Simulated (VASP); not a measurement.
## CaO: single point with PBEsol

The system is CaO.

```
CELL_PARAMETERS angstrom
0.00000 2.60673 2.60673
2.60673 0.00000 2.60673
2.60673 2.60673 0.00000
ATOMIC_POSITIONS crystal
Ca 0.00000 0.00000 0.00000
O 0.25000 0.25000 0.25000
```

```json
{"Program": "VASP 6.6.1", "Task": "single point", "Functional": "PBEsol", "Potentials or basis": "VASP PAW PBE potentials, release 64 (Ca_sv, O)", "Cutoff": "600 eV", "k mesh": "6 × 6 × 6", "Occupations": "methfessel-paxton, width 0.05 eV", "Spin": "no spin polarisation", "Dipole correction": "no", "Further INCAR settings": "ALGO = Normal; EDIFF = 1e-06; NBANDS = 15"}
```

```yaml
Pressure: -1.1 GPa
Band_gap_on_the_k_mesh: 3.20 eV (least direct gap 3.83 eV)
```

Levels at points of the mesh, in eV from the valence-band top:
```tsv
k point	band 5	band 6	band 7	band 8	band 9	band 10	band 11	band 12
(0.00, 0.00, 0.00)	-14.70	-0.63	-0.63	-0.63	3.20	7.98	7.98	9.63
(0.50, 0.00, 0.00)	-14.02	-1.02	-0.37	-0.37	6.07	7.87	7.87	8.11
(0.50, 0.50, 0.00)	-13.82	-1.46	0.00	0.00	4.84	6.58	9.05	9.37
```

It took 20 s on 1 thread of Intel Xeon 8259CL (shared host), peak memory 0.17 GiB.

Caveat: the PAW data sets were made with another functional, which shifts forces and pressure a little. A k mesh can miss the band edges.
